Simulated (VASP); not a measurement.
Pd:

```
Pd
1.0
     2.78367    0.00000    0.00000
    -1.39183    2.41072    0.00000
     0.00000    0.00000    4.62889
Pd
2
Direct
  0.33333 0.66667 0.25000
  0.66667 0.33333 0.75000
```

| Quantity | Value |
| --- | --- |
| Program | VASP 6.6.1 |
| Task | relaxation of cell and atoms |
| Functional | PBEsol |
| Dispersion | D3(BJ) |
| Potentials or basis | VASP PAW PBE potentials, release 64 (Pd) |
| Cutoff | 600 eV |
| k mesh | 11 × 11 × 6 |
| Occupations | fermi-dirac, width 0.05 eV |
| Spin | no spin polarisation |

At the start: pressure -16.8 GPa; volume 15.53 Å³/atom.

Q: Where does the relaxation end?

A: Over 7 steps the energy falls by 82.5 meV/atom and the volume is 14.12 Å³/atom (-9.1 %); space group P6_3/mmc (No. 194, to 0.05 Å).

Step by step:
| step | energy change (eV) | largest force (eV/Å) | pressure (GPa) | volume (Å³) |
| --- | --- | --- | --- | --- |
| 1 | 0.0000 | 0.0000 | -16.80 | 31.06 |
| 2 | 0.3685 | 0.0000 | 50.89 | 24.30 |
| 3 | -0.1646 | 0.0000 | -0.90 | 28.34 |
| 4 | -0.1649 | 0.0000 | -0.22 | 28.26 |
| 5 | -0.1649 | 0.0000 | 0.22 | 28.20 |
| 6 | -0.1649 | 0.0000 | -0.35 | 28.27 |
| 7 | -0.1650 | 0.0000 | 0.00 | 28.23 |

Final structure:
```
Pd
1.0
     2.69556    0.00000    0.00000
    -1.34778    2.33442    0.00000
     0.00000    0.00000    4.48627
Pd
2
Direct
  0.33333 0.66667 0.25000
  0.66667 0.33333 0.75000
```

Caveat: the PAW data sets were made with another functional, which shifts forces and pressure a little; pairwise dispersion overbinds metals, which lowers pressure and volume.
